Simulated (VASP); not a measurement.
# SiC (F-43m) in VASP: a series of runs

The runs below take SiC through single point, with PBE.

All numbers are computed with VASP 6.6.1; they aren't measurements. Logs are shortened: lines on timing, memory, paths and dates and some standing lists are left out, and cuts for length are marked.

## Step 1: The cell of the first run

Symmetry: F-43m, No. 216, cubic system. Conventional cell: a = 4.366 Å, b = 4.366 Å, c = 4.366 Å, α = 90.00°, β = 90.00°, γ = 90.00°. Si (site symmetry -43m) has 4 C at 1.89 Å within 2.5 Å. C (site symmetry -43m) has 4 Si at 1.89 Å within 2.5 Å.

## Step 2: Single point, PBE

Contents of INCAR:

```
ALGO = Normal
EDIFF = 1E-6
ENCUT = 600
GGA = PE
GGA_COMPAT = False
ISIF = 2
ISMEAR = -1
LASPH = True
LCHARG = False
LREAL = False
LWAVE = False
NBANDS = 11
NELM = 120
PREC = Accurate
SIGMA = 0.05
```

Contents of KPOINTS:

```
k-points
0
Gamma
  10 10 10
```

Contents of POSCAR:

```
SiC
1.0
    0.0000000000      2.1831677863      2.1831677863
    2.1831677863      0.0000000000      2.1831677863
    2.1831677863      2.1831677863      0.0000000000
Si C
1 1
Direct
    0.0000000000      0.0000000000      0.0000000000
    0.7500000000      0.7500000000      0.7500000000
```

Potentials or basis: VASP PAW PBE potentials, release 64 (Si, C).

Command:

```console
$ cat potpaw_PBE.64/Si/POTCAR potpaw_PBE.64/C/POTCAR > POTCAR
$ mpirun -np 1 vasp_std > vasp.out
```

OUTCAR:

```text
EDIFF = 1E-6
   ENCUT = 600
   GGA = PE
   ISIF = 2
   ISMEAR = -1
   LASPH = True
   LREAL = False
   NELM = 120
   PREC = Accurate

 ion  position               nearest neighbor table
   1  0.000  0.000  0.000-   2 1.89   2 1.89   2 1.89   2 1.89
   2  0.750  0.750  0.750-   1 1.89   1 1.89   1 1.89   1 1.89

  LATTYP: Found a face centered cubic cell.
 ALAT       =     4.3663355726

  Lattice vectors:

 A1 = (   0.0000000000,   2.1831677863,   2.1831677863)
 A2 = (   2.1831677863,   0.0000000000,   2.1831677863)
 A3 = (   2.1831677863,   2.1831677863,   0.0000000000)

Analysis of symmetry for initial positions (statically):
=====================================================================
 Subroutine PRICEL returns:
 Original cell was already a primitive cell.

 Routine SETGRP: Setting up the symmetry group for a
 face centered cubic supercell.

 Subroutine GETGRP returns: Found 24 space group operations
 (whereof 24 operations were pure point group operations)
 out of a pool of 48 trial point group operations.

The static configuration has the point symmetry T_d .

Analysis of symmetry for dynamics (positions and initial velocities):
=====================================================================
 Subroutine PRICEL returns:
 Original cell was already a primitive cell.

 Routine SETGRP: Setting up the symmetry group for a
 face centered cubic supercell.

 Subroutine GETGRP returns: Found 24 space group operations
 (whereof 24 operations were pure point group operations)
 out of a pool of 48 trial point group operations.

The dynamic configuration has the point symmetry T_d .

 Subroutine INISYM returns: Found 24 space group operations
 (whereof 24 operations are pure point group operations),
 and found     1 'primitive' translations

----------------------------------------------------------------------------------------

                                     Primitive cell

  volume of cell :      20.8109

  direct lattice vectors                    reciprocal lattice vectors
     0.000000000  2.183167786  2.183167786    -0.229024999  0.229024999  0.229024999
     2.183167786  0.000000000  2.183167786     0.229024999 -0.229024999  0.229024999
     2.183167786  2.183167786  0.000000000     0.229024999  0.229024999 -0.229024999

  length of vectors
     3.087465492  3.087465492  3.087465492     0.396682934  0.396682934  0.396682934

  position of ions in fractional coordinates (direct lattice)
     0.000000000  0.000000000  0.000000000
     0.750000000  0.750000000  0.750000000

  ion indices of the primitive-cell ions
   primitive index   ion index
                 1           1
                 2           2

----------------------------------------------------------------------------------------

 KPOINTS: k-points

Automatic generation of k-mesh.
 Grid dimensions read from file:
 generate k-points for:   10   10   10

 Generating k-lattice:

  Cartesian coordinates                     Fractional coordinates (reciprocal lattice)
    -0.022902500  0.022902500  0.022902500     0.100000000  0.000000000  0.000000000
     0.022902500 -0.022902500  0.022902500     0.000000000  0.100000000  0.000000000
     0.022902500  0.022902500 -0.022902500     0.000000000  0.000000000  0.100000000

  Length of vectors
     0.039668293  0.039668293  0.039668293

  Shift w.r.t. Gamma in fractional coordinates (k-lattice)
     0.000000000  0.000000000  0.000000000

 Subroutine IBZKPT returns following result:
 ===========================================

 Found     47 irreducible k-points:

 Following reciprocal coordinates:
            Coordinates               Weight
  0.000000  0.000000  0.000000      1.000000
  0.100000  0.000000  0.000000      8.000000
  0.200000  0.000000  0.000000      8.000000
  0.300000  0.000000  0.000000      8.000000
  0.400000  0.000000  0.000000      8.000000
  0.500000  0.000000  0.000000      4.000000
[... 16 lines left out ...]
  0.300000  0.300000  0.000000      6.000000
  0.400000  0.300000  0.000000     24.000000
 [... further k-points ...]
   k-points           NKPTS =     47   k-points in BZ     NKDIM =     47   number of bands    NBANDS=     11
   number of dos      NEDOS =    301   number of ions     NIONS =      2
   total plane-waves  NPLWV =  21952
   dimension x,y,z NGX =    28 NGY =   28 NGZ =   28
   dimension x,y,z NGXF=    56 NGYF=   56 NGZF=   56
   ions per type =               1   1
   NGX,Y,Z   is equivalent  to a cutoff of  15.08, 15.08, 15.08 a.u.
   NGXF,Y,Z  is equivalent  to a cutoff of  30.15, 30.15, 30.15 a.u.
 SYSTEM =  unknown system
   PREC   = accura    normal or accurate (medium, high low for compatibility)
   ISTART =      0    job   : 0-new  1-cont  2-samecut
   ICHARG =      2    charge: 1-file 2-atom 10-const
   ISPIN  =      1    spin polarized calculation?
   LNONCOLLINEAR =      F non collinear calculations
   LSORBIT =      F    spin-orbit coupling
   LASPH  =      T    aspherical Exc in radial PAW
   ENCUT  =  600.0 eV  44.10 Ry    6.64 a.u.   6.17  6.17  6.17*2*pi/ulx,y,z
   NELM   =    120;   NELMIN=  2; NELMDL= -5     # of ELM steps
   EDIFF  = 0.1E-05   stopping-criterion for ELM
   LREAL  =      F    real-space projection
   EDIFFG = 0.1E-04   stopping-criterion for IOM
   NSW    =      0    number of steps for IOM
   IBRION =     -1    ionic relax: 0-MD 1-quasi-New 2-CG
   NFREE  =      0    steps in history (QN), initial steepest desc. (CG)
   ISIF   =      2    stress and relaxation
   ISYM   =      2    0-nonsym 1-usesym 2-fastsym
   POTIM  = 0.5000    time-step for ionic-motion
   TEBEG  =    0.0;   TEEND  =   0.0 temperature during run
   PSTRESS=    0.0 pullay stress
   NELECT =       8.0000    total number of electrons
   NUPDOWN=      -1.0000    fix difference up-down
   EMIN   =  10.00;   EMAX   =-10.00  energy-range for DOS
   EFERMI =   0.00;   METHOD = LEGACY
   ISMEAR =    -1;   SIGMA  =   0.05  broadening in eV -4-tet -1-fermi 0-gaus
   EFERMI_NEDOS =   21; number of points for ismear=-14 and -15
   IALGO  =     38    algorithm
   IMIX   =      4    mixing-type and parameters
     AMIX     =   0.40;   BMIX     =  1.00
     AMIX_MAG =   1.60;   BMIX_MAG =  1.00
  volume/ion in A,a.u.               =      10.41        70.22
  Fermi-wavevector in a.u.,A,eV,Ry     =   1.190349  2.249434 19.278519  1.416931
  Thomas-Fermi vector in A             =   2.326436
   LORBIT       =      0    0 simple, 1 ext, 2 COOP (PROOUT), +10 PAW based schemes
   GGA     = PE    functional components
   LHFCALC =     F    Hartree Fock is set to
   AEXX    =    0.0000 exact exchange contribution
   IVDW    =     0    specifies the selected vdW correction
   LEPSILON=     F    determine dielectric tensor
   LRPA    =     F    only Hartree local field effects (RPA)
 non-spin polarized calculation
  energy-cutoff  :      600.00
  volume of cell :       20.81
 maximum number of plane-waves:       725
 NGX is ok and might be reduce to    28
   NGX = 13   NGY = 13   NGZ = 13

 number of electron       8.0000000 magnetization

 Free energy of the ion-electron system (eV)
  ---------------------------------------------------
  ext. energy  EPLUGINS =         0.00000000
  ---------------------------------------------------
  free energy    TOTEN  =       -15.06105230 eV

  energy without entropy =      -15.06105229  energy(sigma->0) =      -15.06105229

 E-fermi :   8.7425     XC(G=0): -11.3312

 val. band max:        8.0419897237   @ k =   0.0000   0.0000   0.0000
 cond. band min:       9.4046670055   @ k =   0.5000   0.5000   0.0000
 fundamental gap:      1.3626772818
 Fermi energy:         8.7425379565

 k-point     1 :       0.0000    0.0000    0.0000
  band No.  band energies     occupation
      1      -7.3162      2.00000
      2       8.0420      2.00000
      3       8.0420      2.00000
      4       8.0420      2.00000
      5      14.2083      0.00000
      6      15.3103      0.00000
      7      15.3103      0.00000
      8      15.3103      0.00000
      9      22.5159      0.00000
     10      22.5159      0.00000
     11      24.4341      0.00000

 k-point     2 :       0.1000    0.0000    0.0000
  band No.  band energies     occupation
      1      -7.1217      2.00000
      2       7.0344      2.00000
      3       7.9085      2.00000
      4       7.9085      2.00000
      5      14.4783      0.00000
      6      15.5528      0.00000
      7      15.5528      0.00000
      8      15.5769      0.00000
      9      21.5744      0.00000
     10      21.5744      0.00000
     11      24.2754      0.00000

 k-point     3 :       0.2000    0.0000    0.0000
  band No.  band energies     occupation
      1      -6.5469      2.00000
      2       4.9207      2.00000
      3       7.6022      2.00000
      4       7.6022      2.00000
      5      14.1960      0.00000
      6      15.9133      0.00000
      7      15.9133      0.00000
      8      16.7718      0.00000
      9      20.9121      0.00000
     10      20.9121      0.00000
     11      23.3915      0.00000

 k-point     4 :       0.3000    0.0000    0.0000
  band No.  band energies     occupation
      1      -5.6278      2.00000
      2       2.6171      2.00000
      3       7.2867      2.00000
      4       7.2867      2.00000
      5      13.7871      0.00000
      6      15.7833      0.00000
      7      15.7833      0.00000
      8      17.7519      0.00000
      9      21.7234      0.00000
     10      21.7234      0.00000
     11      23.1182      0.00000
[... 239 lines left out ...]
 k-point    22 :      -0.2000    0.2000    0.0000
  band No.  band energies     occupation
      1      -5.3193      2.00000
      2       3.2510      2.00000
      3       4.8367      2.00000
      4       7.3950      2.00000
      5      14.5755      0.00000
      6      16.0001      0.00000
      7      16.3836      0.00000
      8      17.1545      0.00000
      9      19.5471      0.00000
     10      23.4086      0.00000
     11      27.1342      0.00000

 k-point    23 :       0.3000    0.3000    0.0000
  band No.  band energies     occupation
      1      -5.0545      2.00000
      2       3.6858      2.00000
      3       5.6882      2.00000
      4       5.6882      2.00000
      5      11.2015      0.00000
      6      13.6337      0.00000
      7      19.5203      0.00000
      8      19.5203      0.00000
      9      20.3879      0.00000
     10      25.0897      0.00000
     11      29.6574      0.00000

 k-point    24 :       0.4000    0.3000    0.0000
  band No.  band energies     occupation
      1      -4.1904      2.00000
      2       2.4686      2.00000
      3       4.9026      2.00000
      4       5.4267      2.00000
      5      10.9079      0.00000
      6      13.6433      0.00000
      7      19.6026      0.00000
      8      19.9201      0.00000
      9      21.7426      0.00000
     10      26.0669      0.00000
     11      29.2127      0.00000

 [... further k-points ...]

------------------------ aborting loop because EDIFF is reached ----------------------------------------

  FORCE on cell =-STRESS in cart. coord.  units (eV):
  Direction    XX          YY          ZZ          XY          YZ          ZX
  --------------------------------------------------------------------------------------
  -------------------------------------------------------------------------------------
  Total        0.2338428      0.2338428      0.2338428      0.0000000      0.0000000      0.0000000
  in kB       18.0029329     18.0029329     18.0029329      0.0000000      0.0000000      0.0000000
  external PRESSURE =      18.0029329 kB  Pullay stress =       0.0000000 kB

 VOLUME and BASIS-vectors are now :
 -----------------------------------------------------------------------------
  energy-cutoff  :      600.00
  volume of cell :       20.81
      direct lattice vectors                 reciprocal lattice vectors
     0.000000000  2.183167786  2.183167786    -0.229024999  0.229024999  0.229024999
     2.183167786  0.000000000  2.183167786     0.229024999 -0.229024999  0.229024999
     2.183167786  2.183167786  0.000000000     0.229024999  0.229024999 -0.229024999

 POSITION                                       TOTAL-FORCE (eV/Angst)
 -----------------------------------------------------------------------------------
      0.00000      0.00000      0.00000        -0.000000     -0.000000     -0.000000
      3.27475      3.27475      3.27475         0.000000      0.000000      0.000000
 -----------------------------------------------------------------------------------
    total drift:                                0.000000      0.000000      0.000000

  FREE ENERGIE OF THE ION-ELECTRON SYSTEM (eV)
  ---------------------------------------------------
  free  energy   TOTEN  =       -15.0610523027 eV

  energy  without entropy=      -15.0610522866  energy(sigma->0) =      -15.06105229
```

It took 9.8 s on 1 thread of AMD EPYC 9R45 (Zen 5), shared host; peak memory 0.12 GiB.

Results:

- Free energy: -15.0611 eV
- Pressure: 1.8 GPa
- Band gap on the k mesh: 1.36 eV (least direct gap 4.54 eV)

A k mesh can miss the band edges.

## Step 3: Single point, PBE

This run uses another cell than the first one, of 10.27 Å³/atom.

Contents of INCAR:

```
SYSTEM = SiC
PREC = Accurate
ENCUT = 600
EDIFF = 1E-6
ISMEAR = -1
SIGMA = 0.05
LREAL = .FALSE.
LASPH = .TRUE.
NELM = 120
ALGO = Normal
ISIF = 2
LWAVE = .FALSE.
LCHARG = .FALSE.
GGA = PE
NBANDS = 11
GGA_COMPAT = .FALSE.
```

Contents of KPOINTS:

```
regular mesh
0
G
  10 10 10
  0 0 0
```

Contents of POSCAR:

```
SiC
1.0
    0.0000000000      2.1735058694      2.1735058694
    2.1735058694      0.0000000000      2.1735058694
    2.1735058694      2.1735058694      0.0000000000
Si C
1 1
Direct
    0.0000000000      0.0000000000      0.0000000000
    0.7500000000      0.7500000000      0.7500000000
```

Potentials or basis: VASP PAW PBE potentials, release 64 (Si, C).

Command:

```console
$ cat potpaw_PBE.64/Si/POTCAR potpaw_PBE.64/C/POTCAR > POTCAR
$ mpirun -np 1 vasp_std > vasp.out
```

OUTCAR:

```text
SYSTEM = SiC
   PREC = Accurate
   ENCUT = 600
   EDIFF = 1E-6
   ISMEAR = -1
   LREAL = .FALSE.
   LASPH = .TRUE.
   NELM = 120
   ISIF = 2
   GGA = PE

 ion  position               nearest neighbor table
   1  0.000  0.000  0.000-   2 1.88   2 1.88   2 1.88   2 1.88
   2  0.750  0.750  0.750-   1 1.88   1 1.88   1 1.88   1 1.88

  LATTYP: Found a face centered cubic cell.
 ALAT       =     4.3470117388

  Lattice vectors:

 A1 = (   0.0000000000,   2.1735058694,   2.1735058694)
 A2 = (   2.1735058694,   0.0000000000,   2.1735058694)
 A3 = (   2.1735058694,   2.1735058694,   0.0000000000)

Analysis of symmetry for initial positions (statically):
=====================================================================
 Subroutine PRICEL returns:
 Original cell was already a primitive cell.

 Routine SETGRP: Setting up the symmetry group for a
 face centered cubic supercell.

 Subroutine GETGRP returns: Found 24 space group operations
 (whereof 24 operations were pure point group operations)
 out of a pool of 48 trial point group operations.

The static configuration has the point symmetry T_d .
[... 170 lines left out ...]
      1      -7.2712      2.00000
      2       8.1914      2.00000
      3       8.1914      2.00000
      4       8.1914      2.00000
      5      14.5138      0.00000
      6      15.5524      0.00000
      7      15.5524      0.00000
      8      15.5524      0.00000
      9      22.7433      0.00000
     10      22.7433      0.00000
     11      24.7904      0.00000
[... 309 lines left out ...]
 k-point    24 :       0.4000    0.3000    0.0000
  band No.  band energies     occupation
      1      -4.1102      2.00000
      2       2.6031      2.00000
      3       5.0254      2.00000
      4       5.5553      2.00000
      5      11.0674      0.00000
      6      13.8482      0.00000
      7      19.8953      0.00000
      8      20.1960      0.00000
      9      22.0489      0.00000
     10      26.3394      0.00000
     11      29.5688      0.00000

 [... further k-points ...]

------------------------ aborting loop because EDIFF is reached ----------------------------------------

  FORCE on cell =-STRESS in cart. coord.  units (eV):
  Direction    XX          YY          ZZ          XY          YZ          ZX
  --------------------------------------------------------------------------------------
  -------------------------------------------------------------------------------------
  Total        0.6154345      0.6154345      0.6154345     -0.0000000      0.0000000     -0.0000000
  in kB       48.0153377     48.0153377     48.0153377     -0.0000000      0.0000000     -0.0000000
  external PRESSURE =      48.0153377 kB  Pullay stress =       0.0000000 kB

 VOLUME and BASIS-vectors are now :
 -----------------------------------------------------------------------------
  energy-cutoff  :      600.00
  volume of cell :       20.54
      direct lattice vectors                 reciprocal lattice vectors
     0.000000000  2.173505869  2.173505869    -0.230043087  0.230043087  0.230043087
     2.173505869  0.000000000  2.173505869     0.230043087 -0.230043087  0.230043087
     2.173505869  2.173505869  0.000000000     0.230043087  0.230043087 -0.230043087

 POSITION                                       TOTAL-FORCE (eV/Angst)
 -----------------------------------------------------------------------------------
      0.00000      0.00000      0.00000        -0.000000     -0.000000     -0.000000
      3.26026      3.26026      3.26026         0.000000      0.000000      0.000000
 -----------------------------------------------------------------------------------
    total drift:                                0.000000      0.000000      0.000000

  FREE ENERGIE OF THE ION-ELECTRON SYSTEM (eV)
  ---------------------------------------------------
  free  energy   TOTEN  =       -15.0551347937 eV

  energy  without entropy=      -15.0551347755  energy(sigma->0) =      -15.05513478
```

Wall time 9.9 s (1 thread of AMD EPYC 9R45 (Zen 5), shared host); peak memory 0.12 GiB.

What came out:

```
Free energy            : -15.0551 eV
Pressure               : 4.8 GPa
Band gap on the k mesh : 1.35 eV (least direct gap 4.55 eV)
```

Caveat: the cell stands under pressure.
